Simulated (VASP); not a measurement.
# Co (P6_3/mmc) in VASP: notebook

The runs below take Co through relaxation of shape and atoms at fixed volume, with PBEsol.

All numbers are computed with VASP 6.6.1; they aren't measurements. Logs are shortened: lines on timing, memory, paths and dates and some standing lists are left out, and cuts for length are marked.

### Step 1. The cell of the first run

Symmetry: P6_3/mmc, No. 194, hexagonal system. Conventional cell: a = 2.504 Å, b = 2.504 Å, c = 4.048 Å, α = 90.00°, β = 90.00°, γ = 120.00°. Within 3.3 Å of Co (site symmetry -6m2) lie 12 Co at 2.49 to 2.50 Å.

### Step 2. Relaxation of shape and atoms at fixed volume, PBEsol, collinear spin, ferromagnetic start (10.99 Å³/atom)

Input file INCAR:

```
SYSTEM = Co
PREC = Accurate ; ENCUT = 600
EDIFF = 1E-6 ; ISMEAR = 0
SIGMA = 0.1 ; LREAL = .False.
LASPH = .True. ; NELM = 150
ALGO = Fast ; ISIF = 4
LWAVE = .False. ; LCHARG = .False.
ISPIN = 2 ; MAGMOM = 1.8 1.8
LORBIT = 11 ; LMAXMIX = 4
GGA = PS ; IBRION = 2
NSW = 50 ; EDIFFG = -0.01
```

Input file KPOINTS:

```
regular mesh
0
Gamma
  18 18 10
  0 0 0
```

Input file POSCAR:

```
Co
1.0
    2.5043447149      0.0000000000      0.0000000000
   -1.2521723575      2.1688261429      0.0000000000
    0.0000000000      0.0000000000      4.0480597997
Co
2
Direct
    0.3333333333      0.6666666667      0.2500000000
    0.6666666667      0.3333333333      0.7500000000
```

Potentials or basis: VASP PAW PBE potentials, release 64 (Co).

The run is started by

```
cat potpaw_PBE.64/Co/POTCAR > POTCAR
mpirun -np 1 vasp_std > vasp.out
```

OUTCAR:

```text
SYSTEM = Co
   PREC = Accurate
   ENCUT = 600
   EDIFF = 1E-6
   ISMEAR = 0
   LREAL = .False.
   LASPH = .True.
   NELM = 150
   ISIF = 4
   ISPIN = 2
   LORBIT = 11
   GGA = PS
   IBRION = 2
   NSW = 50
   EDIFFG = -0.01

 ion  position               nearest neighbor table
   1  0.333  0.667  0.250-   2 2.49   2 2.49   2 2.49   2 2.49   2 2.49   2 2.49
   2  0.667  0.333  0.750-   1 2.49   1 2.49   1 2.49   1 2.49   1 2.49   1 2.49

  LATTYP: Found a hexagonal cell.
 ALAT       =     2.5043447149
 C/A-ratio  =     1.6164147753

  Lattice vectors:

 A1 = (   2.5043447149,   0.0000000000,   0.0000000000)
 A2 = (  -1.2521723575,   2.1688261429,   0.0000000000)
 A3 = (   0.0000000000,   0.0000000000,   4.0480597997)

Analysis of symmetry for initial positions (statically):
=====================================================================
 Subroutine PRICEL returns:
 Original cell was already a primitive cell.

 Routine SETGRP: Setting up the symmetry group for a
 hexagonal supercell.

 Subroutine GETGRP returns: Found 24 space group operations
 (whereof 12 operations were pure point group operations)
 out of a pool of 24 trial point group operations.

The static configuration has the point symmetry D_3d.
 The point group associated with its full space group is D_6h.

Analysis of symmetry for dynamics (positions and initial velocities):
=====================================================================
 Subroutine PRICEL returns:
 Original cell was already a primitive cell.

 Routine SETGRP: Setting up the symmetry group for a
 hexagonal supercell.

 Subroutine GETGRP returns: Found 24 space group operations
 (whereof 12 operations were pure point group operations)
 out of a pool of 24 trial point group operations.

The dynamic configuration has the point symmetry D_3d.
 The point group associated with its full space group is D_6h.

Analysis of structural, dynamic, and magnetic symmetry:
=====================================================================
 Subroutine PRICEL returns:
 Original cell was already a primitive cell.

 Routine SETGRP: Setting up the symmetry group for a
 hexagonal supercell.

 Subroutine GETGRP returns: Found 24 space group operations
 (whereof 12 operations were pure point group operations)
 out of a pool of 24 trial point group operations.

The overall configuration has the point symmetry D_3d.
 The point group associated with its full space group is D_6h.

 Subroutine INISYM returns: Found 24 space group operations
 (whereof 12 operations are pure point group operations),
 and found     1 'primitive' translations

----------------------------------------------------------------------------------------

                                     Primitive cell

  volume of cell :      21.9870

  direct lattice vectors                    reciprocal lattice vectors
     2.504344715  0.000000000  0.000000000     0.399306052  0.230539456  0.000000000
    -1.252172358  2.168826143  0.000000000     0.000000000  0.461078913  0.000000000
     0.000000000  0.000000000  4.048059800     0.000000000  0.000000000  0.247031924

  length of vectors
     2.504344715  2.504344715  4.048059800     0.461078913  0.461078913  0.247031924

  position of ions in fractional coordinates (direct lattice)
     0.333333333  0.666666667  0.250000000
     0.666666667  0.333333333  0.750000000

  ion indices of the primitive-cell ions
   primitive index   ion index
                 1           1
                 2           2

----------------------------------------------------------------------------------------

 KPOINTS: regular mesh

Automatic generation of k-mesh.
 Grid dimensions read from file:
 generate k-points for:   18   18   10

 Generating k-lattice:

  Cartesian coordinates                     Fractional coordinates (reciprocal lattice)
     0.022183670  0.012807748  0.000000000     0.055555556  0.000000000  0.000000000
     0.000000000  0.025615495  0.000000000     0.000000000  0.055555556  0.000000000
     0.000000000  0.000000000  0.024703192     0.000000000  0.000000000  0.100000000

  Length of vectors
     0.025615495  0.025615495  0.024703192

  Shift w.r.t. Gamma in fractional coordinates (k-lattice)
     0.000000000  0.000000000  0.000000000

 Subroutine IBZKPT returns following result:
 ===========================================

 Found    222 irreducible k-points:

 Following reciprocal coordinates:
            Coordinates               Weight
  0.000000  0.000000  0.000000      1.000000
  0.055556 -0.000000  0.000000      6.000000
  0.111111 -0.000000  0.000000      6.000000
  0.166667 -0.000000  0.000000      6.000000
  0.222222 -0.000000  0.000000      6.000000
  0.277778  0.000000  0.000000      6.000000
[... 16 lines left out ...]
  0.333333  0.111111  0.000000     12.000000
  0.388889  0.111111  0.000000     12.000000
 [... further k-points ...]
   k-points           NKPTS =    222   k-points in BZ     NKDIM =    222   number of bands    NBANDS=     15
   number of dos      NEDOS =    301   number of ions     NIONS =      2
   total plane-waves  NPLWV =  12800
   dimension x,y,z NGX =    20 NGY =   20 NGZ =   32
   dimension x,y,z NGXF=    40 NGYF=   40 NGZF=   64
   ions per type =               2
   NGX,Y,Z   is equivalent  to a cutoff of  13.28, 13.28, 13.14 a.u.
   NGXF,Y,Z  is equivalent  to a cutoff of  26.55, 26.55, 26.28 a.u.
 SYSTEM =  Co
   PREC   = accura    normal or accurate (medium, high low for compatibility)
   ISTART =      0    job   : 0-new  1-cont  2-samecut
   ICHARG =      2    charge: 1-file 2-atom 10-const
   ISPIN  =      2    spin polarized calculation?
   LNONCOLLINEAR =      F non collinear calculations
   LSORBIT =      F    spin-orbit coupling
   LASPH  =      T    aspherical Exc in radial PAW
   ENCUT  =  600.0 eV  44.10 Ry    6.64 a.u.   5.00  5.00  8.08*2*pi/ulx,y,z
   NELM   =    150;   NELMIN=  2; NELMDL= -5     # of ELM steps
   EDIFF  = 0.1E-05   stopping-criterion for ELM
   LREAL  =      F    real-space projection
   EDIFFG = -.1E-01   stopping-criterion for IOM
   NSW    =     50    number of steps for IOM
   IBRION =      2    ionic relax: 0-MD 1-quasi-New 2-CG
   NFREE  =      1    steps in history (QN), initial steepest desc. (CG)
   ISIF   =      4    stress and relaxation
   ISYM   =      2    0-nonsym 1-usesym 2-fastsym
   POTIM  = 0.5000    time-step for ionic-motion
   TEBEG  =    0.0;   TEEND  =   0.0 temperature during run
   PSTRESS=    0.0 pullay stress
   NELECT =      18.0000    total number of electrons
   NUPDOWN=      -1.0000    fix difference up-down
   EMIN   =  10.00;   EMAX   =-10.00  energy-range for DOS
   EFERMI =   0.00;   METHOD = LEGACY
   ISMEAR =     0;   SIGMA  =   0.10  broadening in eV -4-tet -1-fermi 0-gaus
   EFERMI_NEDOS =   21; number of points for ismear=-14 and -15
   IALGO  =     68    algorithm
   IMIX   =      4    mixing-type and parameters
     AMIX     =   0.40;   BMIX     =  1.00
     AMIX_MAG =   1.60;   BMIX_MAG =  1.00
  volume/ion in A,a.u.               =      10.99        74.19
  Fermi-wavevector in a.u.,A,eV,Ry     =   1.531477  2.894071 31.911391  2.345421
  Thomas-Fermi vector in A             =   2.638816
   LORBIT       =     11    0 simple, 1 ext, 2 COOP (PROOUT), +10 PAW based schemes
   GGA     = PS    functional components
   LHFCALC =     F    Hartree Fock is set to
   AEXX    =    0.0000 exact exchange contribution
   IVDW    =     0    specifies the selected vdW correction
   LEPSILON=     F    determine dielectric tensor
   LRPA    =     F    only Hartree local field effects (RPA)
 conjugate gradient relaxation of ions
 spin polarized calculation
 RMM-DIIS sequential band-by-band and
 Gauss-broadening in eV      SIGMA  =   0.10
  energy-cutoff  :      600.00
  volume of cell :       21.99
 maximum number of plane-waves:       762
 NGX is ok and might be reduce to    20
   NGX =  9   NGY =  9   NGZ = 17

 number of electron      17.9999995 magnetization       3.1966227

 Free energy of the ion-electron system (eV)
  ---------------------------------------------------
  ext. energy  EPLUGINS =         0.00000000
  ---------------------------------------------------
  free energy    TOTEN  =       -15.42055786 eV

  energy without entropy =      -15.41201878  energy(sigma->0) =      -15.41628832

 E-fermi :   9.8867     XC(G=0): -13.5005

 val. band max:        9.8850123333   @ k =   0.2222   0.1111   0.0000
 cond. band min:       9.8872594222   @ k =   0.1111  -0.0000   0.2000
 fundamental gap:      0.0022470889
 Fermi energy:         9.8866683249

 spin component 1

 k-point     1 :       0.0000    0.0000    0.0000
  band No.  band energies     occupation
      1       0.9957      1.00000
      2       4.8074      1.00000
      3       7.3171      1.00000
      4       7.3365      1.00000
      5       7.3365      1.00000
      6       7.6439      1.00000
      7       7.6439      1.00000
      8       7.9840      1.00000
      9       7.9840      1.00000
     10       9.0704      1.00000
     11       9.0704      1.00000
     12       9.7665      0.95533
     13      16.1130      0.00000
     14      31.7126      0.00000
     15      34.1972      0.00000
[... 397 lines left out ...]
 k-point    24 :       0.3889    0.1111    0.0000
  band No.  band energies     occupation
      1       5.2615      1.00000
      2       5.4494      1.00000
      3       5.5768      1.00000
      4       6.9821      1.00000
      5       7.1200      1.00000
      6       7.4041      1.00000
      7       7.7286      1.00000
      8       9.0511      1.00000
      9       9.2133      1.00000
     10       9.2282      1.00000
     11      10.9198      0.00000
     12      14.3647      0.00000
     13      19.1226      0.00000
     14      19.8796      0.00000
     15      22.1486      0.00000

 [... further k-points ...]

 spin component 2

 k-point     1 :       0.0000    0.0000    0.0000
  band No.  band energies     occupation
      1       1.0428      1.00000
      2       5.7531      1.00000
      3       8.9235      1.00000
      4       8.9453      1.00000
      5       8.9453      1.00000
      6       9.3047      1.00000
      7       9.3047      1.00000
      8       9.7202      0.99072
      9       9.7202      0.99072
     10       9.7659      0.95620
     11      10.9203      0.00000
     12      10.9203      0.00000
     13      17.1267      0.00000
     14      31.5188      0.00000
     15      34.5030      0.00000
[... 397 lines left out ...]
 k-point    24 :       0.3889    0.1111    0.0000
  band No.  band energies     occupation
      1       6.0272      1.00000
      2       6.6581      1.00000
      3       6.8044      1.00000
      4       7.8186      1.00000
      5       8.6933      1.00000
      6       8.8978      1.00000
      7       9.2808      1.00000
      8      10.8525      0.00000
      9      11.0462      0.00000
     10      11.1033      0.00000
     11      12.2524      0.00000
     12      15.2124      0.00000
     13      19.6590      0.00000
     14      20.3362      0.00000
     15      22.4900      0.00000

 [... further k-points ...]
[... 5 lines left out ...]
  --------------------------------------------------------------------------------------
  -------------------------------------------------------------------------------------
  Total       -1.8345818     -1.8345818     -1.8140908      0.0000000      0.0000000      0.0000000
  in kB     -133.6847594   -133.6847594   -132.1915963      0.0000000      0.0000000      0.0000000
  external PRESSURE =    -133.1870384 kB  Pullay stress =       0.0000000 kB

 VOLUME and BASIS-vectors are now :
 -----------------------------------------------------------------------------
  energy-cutoff  :      600.00
  volume of cell :       21.99
      direct lattice vectors                 reciprocal lattice vectors
     2.504344715  0.000000000  0.000000000     0.399306052  0.230539456  0.000000000
    -1.252172358  2.168826143  0.000000000     0.000000000  0.461078913  0.000000000
     0.000000000  0.000000000  4.048059800     0.000000000  0.000000000  0.247031924

 POSITION                                       TOTAL-FORCE (eV/Angst)
 -----------------------------------------------------------------------------------
     -0.00000      1.44588      1.01201        -0.000000     -0.000000      0.000000
      1.25217      0.72294      3.03604         0.000000      0.000000      0.000000
 -----------------------------------------------------------------------------------
    total drift:                                0.000000     -0.000000     -0.000000

  FREE ENERGIE OF THE ION-ELECTRON SYSTEM (eV)
  ---------------------------------------------------
  free  energy   TOTEN  =       -15.4205578621 eV

  energy  without entropy=      -15.4120187784  energy(sigma->0) =      -15.41628832

 reached required accuracy - stopping structural energy minimisation

 total charge

# of ion       s       p       d       tot
------------------------------------------
    1        0.483   0.513   7.250   8.246
    2        0.483   0.513   7.250   8.246
--------------------------------------------------
tot          0.966   1.025  14.500  16.491

 magnetization (x)

# of ion       s       p       d       tot
------------------------------------------
    1       -0.015  -0.053   1.685   1.617
    2       -0.015  -0.053   1.685   1.617
--------------------------------------------------
tot         -0.030  -0.105   3.370   3.234
```

Run time: 3 min. Hardware: 1 thread of AMD EPYC 7R43 (Zen 3), shared host; peak memory 0.21 GiB.

Results:

- Free energy: -15.4206 eV
- Pressure after relaxing: -13.3 GPa
- Net moment: 3.20 μB per cell
- Site moments: Co +1.62 μB
- Valence electrons inside the program's atomic spheres: Co 8.25

Stress tensor (GPa, compression positive):
```
-13.37   0.00   0.00
  0.00 -13.37   0.00
  0.00   0.00 -13.22
```

Final structure:
```
Co
1.0
     2.50434    0.00000    0.00000
    -1.25217    2.16883    0.00000
     0.00000    0.00000    4.04806
Co
2
Cartesian
  0.0000 1.4459 1.0120
  1.2522 0.7229 3.0360
```

Caveat: the PAW data sets were made with another functional, which shifts forces and pressure a little.

### Step 3. Relaxation of shape and atoms at fixed volume, PBEsol, collinear spin, ferromagnetic start (11.41 Å³/atom)

This run uses another cell than the first one, of 11.41 Å³/atom.

Input file INCAR:

```
PREC = Accurate
ENCUT = 600
EDIFF = 1E-7
ISMEAR = 0
SIGMA = 0.1
LREAL = False
LASPH = True
NELM = 150
ALGO = Fast
ISIF = 4
LWAVE = False
LCHARG = False
ISPIN = 2
MAGMOM = 1.8 1.8
LORBIT = 11
LMAXMIX = 4
GGA = PS
IBRION = 2
NSW = 50
EDIFFG = -0.01
```

Input file KPOINTS:

```
regular mesh
0
Gamma
  18 18 10
```

Input file POSCAR:

```
Co
1.0
    2.5351301516      0.0000000000      0.0000000000
   -1.2675650758      2.1954871132      0.0000000000
    0.0000000000      0.0000000000      4.0994107340
Co
2
Direct
    0.3333333333      0.6666666667      0.2500000000
    0.6666666667      0.3333333333      0.7500000000
```

Potentials or basis: VASP PAW PBE potentials, release 64 (Co).

The run is started by

```
cat potpaw_PBE.64/Co/POTCAR > POTCAR
mpirun -np 1 vasp_std > vasp.out
```

Run time: 4.2 min. Hardware: 1 thread of AMD EPYC 7R43 (Zen 3), shared host; peak memory 0.22 GiB.

The run converged. Its results:

| Property | Result |
| --- | --- |
| Free energy | -15.3357 eV |
| Pressure after relaxing | -19.4 GPa |
| Net moment | 3.23 μB per cell |
| Site moments | Co +1.64 μB |
| Valence electrons inside the program's atomic spheres | Co 8.18 |

Stress tensor (GPa, compression positive):
```
-19.42   0.00   0.00
  0.00 -19.42   0.00
  0.00   0.00 -19.30
```

Final structure:
```yaml
crystal:
  lattice:
    - [2.53513, 0.00000, 0.00000]
    - [-1.26757, 2.19549, 0.00000]
    - [0.00000, 0.00000, 4.09941]
  atoms:
    - { symbol: Co, position: [0.33333, 0.66667, 0.25000] }
    - { symbol: Co, position: [0.66667, 0.33333, 0.75000] }
```

Levels at points of the mesh, in eV from the Fermi level:
Spin up:
```
           k point  band 8  band 9  band 10  band 11  band 12  band 13  band 14  band 15
(0.00, 0.00, 0.00)   -1.90   -1.90    -0.88    -0.88    -0.10     5.90    21.51    23.56
(0.50, 0.00, 0.00)   -0.76   -0.67    -0.62     1.15     3.04     9.25     9.83    12.25
(0.00, 0.00, 0.50)   -2.57   -1.17    -1.17    -1.17    -1.17    14.41    14.41    22.18
(0.50, 0.00, 0.50)   -1.09   -0.67    -0.67     1.48     1.48     6.78     6.78    17.62
```
Spin down:
| k point | band 3 | band 4 | band 5 | band 6 | band 7 | band 8 | band 9 | band 10 | band 11 | band 12 |
| --- | --- | --- | --- | --- | --- | --- | --- | --- | --- | --- |
| (0.00, 0.00, 0.00) | -0.90 | -0.88 | -0.88 | -0.54 | -0.54 | -0.14 | -0.14 | -0.12 | 0.99 | 0.99 |
| (0.50, 0.00, 0.00) | -3.01 | -1.76 | -1.02 | -0.95 | -0.57 | 1.11 | 1.23 | 1.26 | 2.39 | 4.03 |
| (0.00, 0.00, 0.50) | -1.42 | -1.42 | -0.94 | -0.94 | -0.94 | -0.94 | 0.68 | 0.68 | 0.68 | 0.68 |
| (0.50, 0.00, 0.50) | -2.20 | -2.20 | -0.04 | -0.04 | 0.24 | 0.24 | 1.20 | 1.20 | 2.10 | 2.10 |

Caveat: the PAW data sets were made with another functional, which shifts forces and pressure a little.
